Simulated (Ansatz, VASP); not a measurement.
# Two plane-wave programs on MgO

Contents of INCAR:

```
SYSTEM = MgO
  ALGO = Normal
  EDIFF = 1E-6
  ENCUT = 520
  GGA = PE
  ISIF = 2
  ISMEAR = 0
  LASPH = .True.
  LCHARG = .False.
  LREAL = .False.
  LWAVE = .False.
  NBANDS = 16
  NELM = 80
  PREC = Accurate
  SIGMA = 0.01
```

The input KPOINTS:

```
k-points
0
Gamma
  12 12 6
  0 0 0
```

The input POSCAR:

```
MgO
1.0
    3.4840198093      0.0000000000      0.0000000000
   -1.7420099047      3.0172496621      0.0000000000
    0.0000000000      0.0000000000      4.1853204648
Mg O
2 2
Direct
    0.3333333333      0.6666666667      0.2500000000
    0.6666666667      0.3333333333      0.7500000000
    0.6666666667      0.3333333333      0.2500000000
    0.3333333333      0.6666666667      0.7500000000
```

Input for Ansatz:

```yaml
crystal:
  lattice:
    - [3.4840198093, 0.0, 0.0]
    - [-1.7420099047, 3.0172496621, 0.0]
    - [0.0, 0.0, 4.1853204648]
  atoms:
    - { symbol: Mg, position: [0.3333333333, 0.6666666667, 0.25] }
    - { symbol: Mg, position: [0.6666666667, 0.3333333333, 0.75] }
    - { symbol: O, position: [0.6666666667, 0.3333333333, 0.25] }
    - { symbol: O, position: [0.3333333333, 0.6666666667, 0.75] }
kpoints:
  mp_grid: { grid: [12, 12, 6] }
  band_path:
    path:
      - [0.0, 0.0, 0.0]
      - [0.5, 0.0, 0.0]
      - [0.3333333333, 0.3333333333, 0.0]
      - [0.0, 0.0, 0.5]
      - [0.5, 0.0, 0.5]
      - [0.3333333333, 0.3333333333, 0.5]
    npoints: 1
hamiltonian:
  xc: pbe
scf:
  occupations: { method: fixed }
  n_extra_bands: 5
output:
  forces: true
  stress: true
  eigenvalues: true
```

Alike in both runs: task single point; functional PBE; k mesh 12 × 12 × 6; no spin polarisation.

```csv
,VASP,Ansatz
version,VASP 6.6.1,Ansatz 0.2.0
potentials or method,"VASP PAW PBE potentials, release 64 (Mg, O)","plane waves, PAW"
plane-wave cutoff (eV),520,420
occupations,"gaussian, width 0.01 eV",fixed
valence electrons in the cell,16,32
```

|  | VASP | Ansatz | Ansatz less VASP |
| --- | --- | --- | --- |
| gap on the k mesh at the Fermi level (eV) | 3.43 | 3.45 | +0.016 |
| pressure (GPa) | 4.0 | 4.5 | +0.49 |
| traceless stress, the component that is largest in VASP (GPa) | 0.31 | 0.42 | +0.104 |

VASP's potentials hold 16 valence electrons a cell and Ansatz's 32, so a difference there can come from the potentials and not from the codes.
